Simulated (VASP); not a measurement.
Write the native input for VASP 6.6.1 that does the following.

| Quantity | Value |
| --- | --- |
| Task | single point |
| Functional | HSE06 |
| Potentials or basis | VASP PAW PBE potentials, release 64 (Hf_pv, N) |
| Cutoff | 520 eV |
| k mesh | 6 × 6 × 6 |
| Occupations | fermi-dirac, width 0.05 eV |
| Spin | no spin polarisation |
| Dipole correction | no |
| Grid for exact exchange (PRECFOCK) | Normal |
| Further INCAR settings | ALGO = Normal; EDIFF = 1e-06; NBANDS = 14 |
| Share of exact exchange | 0.25 |
| Screening parameter | 0.2079 1/Å |

Crystal: HfN.

```
CELL_PARAMETERS angstrom
0.00000 2.45482 2.45482
2.45482 0.00000 2.45482
2.45482 2.45482 0.00000
ATOMIC_POSITIONS crystal
Hf 0.00000 0.00000 0.00000
N 0.25000 0.25000 0.25000
```

The input as run:

POSCAR

```
HfN
1.0
    0.0000000000      2.4548220000      2.4548220000
    2.4548220000      0.0000000000      2.4548220000
    2.4548220000      2.4548220000      0.0000000000
Hf N
1 1
Direct
    0.0000000000      0.0000000000      0.0000000000
    0.2500000000      0.2500000000      0.2500000000
```

INCAR.step1

```
PREC = Accurate
ENCUT = 520
EDIFF = 1E-5
ISMEAR = -1
SIGMA = 0.05
LREAL = F
LASPH = T
NELM = 100
ALGO = Normal
ISIF = 2
LWAVE = T
LCHARG = F
NBANDS = 14
GGA = PE
```

INCAR.step2

```
PREC = Accurate
ENCUT = 520
EDIFF = 1E-6
ISMEAR = -1
SIGMA = 0.05
LREAL = F
LASPH = T
NELM = 100
ALGO = Normal
ISIF = 2
LWAVE = F
LCHARG = F
GGA = PE
LHFCALC = T
HFSCREEN = 0.2079
PRECFOCK = Normal
NBANDS = 14
ISTART = 1
```

KPOINTS

```
Automatic mesh
0
Gamma
  6 6 6
```

Potentials or basis: VASP PAW PBE potentials, release 64 (Hf_pv, N).

The run is started by

```sh
$ cat potpaw_PBE.64/Hf_pv/POTCAR potpaw_PBE.64/N/POTCAR > POTCAR
$ cp INCAR.step1 INCAR
$ mpirun -np 1 vasp_std > vasp.out
$ cp INCAR.step2 INCAR
$ mpirun -np 1 vasp_std > vasp.out
```

Results of the run:

- Pressure: -4.7 GPa
- Band gap on the k mesh: zero (an odd number of electrons rules out a gap without spin polarisation)

Caveat: the k points lie up to 0.37 Å⁻¹ apart, too coarse for converged energies and pressures of a metal; the PAW data sets were made with another functional, which shifts forces and pressure a little; spin-orbit coupling is left out, which moves the levels of the heavy elements.

Run time: 17 min on 1 thread of Intel(R) Xeon(R) 6975P-C (Granite Rapids), on a shared host, peak memory 0.27 GiB.
